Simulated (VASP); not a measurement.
Write the native input for VASP 6.6.1 that does the following.

```
Task                   : single point
Functional             : r2SCAN
Potentials or basis    : VASP PAW PBE potentials, release 64 (Re)
Cutoff                 : 520 eV
k mesh                 : 14 × 14 × 14
Occupations            : fermi-dirac, width 0.08 eV
Spin                   : no spin polarisation
Dipole correction      : no
Further INCAR settings : ALGO = Normal; EDIFF = 1e-07; NBANDS = 10
```

Crystal: Re.

```xyz
1
Lattice="0.0000 1.9466 1.9466 1.9466 0.0000 1.9466 1.9466 1.9466 0.0000" Properties=species:S:1:pos:R:3 pbc="T T T"
Re    0.0000    0.0000    0.0000
```

The input as run:

POSCAR

```
Re
1.0
    0.0000000000      1.9466018360      1.9466018360
    1.9466018360      0.0000000000      1.9466018360
    1.9466018360      1.9466018360      0.0000000000
Re
1
Direct
    0.0000000000      0.0000000000      0.0000000000
```

INCAR.step1

```
PREC = Accurate
ENCUT = 520
ISMEAR = -1
SIGMA = 0.08
LREAL = F
LASPH = T
NELM = 80
NBANDS = 10
GGA = PE
ALGO = Normal
EDIFF = 1E-4
LWAVE = T
LCHARG = F
```

INCAR.step2

```
PREC = Accurate
ENCUT = 520
EDIFF = 1E-7
ISMEAR = -1
SIGMA = 0.08
LREAL = F
LASPH = T
NELM = 80
ALGO = Normal
ISIF = 2
LWAVE = F
LCHARG = F
METAGGA = R2SCAN
LMIXTAU = T
NBANDS = 10
ISTART = 1
```

KPOINTS

```
Automatic mesh
0
Gamma
  14 14 14
```

Potentials or basis: VASP PAW PBE potentials, release 64 (Re).

The run is started by

```console
$ cat potpaw_PBE.64/Re/POTCAR > POTCAR
$ cp INCAR.step1 INCAR
$ mpirun -np 1 vasp_std > vasp.out
$ cp INCAR.step2 INCAR
$ mpirun -np 1 vasp_std > vasp.out
```

It gave:

| Property | Result |
| --- | --- |
| Pressure | 0.0 GPa |

Caveat: the PAW data sets were made with another functional, which shifts forces and pressure a little.

Run time: 66 s on 1 thread of Intel(R) Xeon(R) Platinum 8259CL CPU @ 2.50GHz (Skylake/Cascade Lake), with other jobs on the host, peak memory 0.14 GiB.
